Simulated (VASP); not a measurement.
Here is a VASP 6.6.1 calculation.

File INCAR:

```
ALGO = Normal ; EDIFF = 1E-7
ENCUT = 520 ; GGA = CA
ISIF = 2 ; ISMEAR = -1
LASPH = T ; LCHARG = F
LREAL = F ; LWAVE = F
NBANDS = 12 ; NELM = 100
PREC = Accurate ; SIGMA = 0.1
```

File KPOINTS:

```
k-points
0
Gamma
  12 12 12
```

POSCAR

```
Hg
1.0
   -1.7771531594      1.7771531594      1.7771531594
    1.7771531594     -1.7771531594      1.7771531594
    1.7771531594      1.7771531594     -1.7771531594
Hg
1
Direct
    0.0000000000      0.0000000000      0.0000000000
```

Potentials or basis: VASP PAW LDA potentials, release 64 (Hg).

Launch:

```bash
$ cat potpaw_LDA.64/Hg/POTCAR > POTCAR
$ mpirun -np 1 vasp_std > vasp.out
```

Problem. Predict the band gap on the k mesh.

Solution. Zero (bands 6 and 7 overlap by 4.75 eV).

Problem. Estimate the pressure.

Solution. 0.6 GPa.

Caveat: spin-orbit coupling is left out, which moves the levels of the heavy elements.
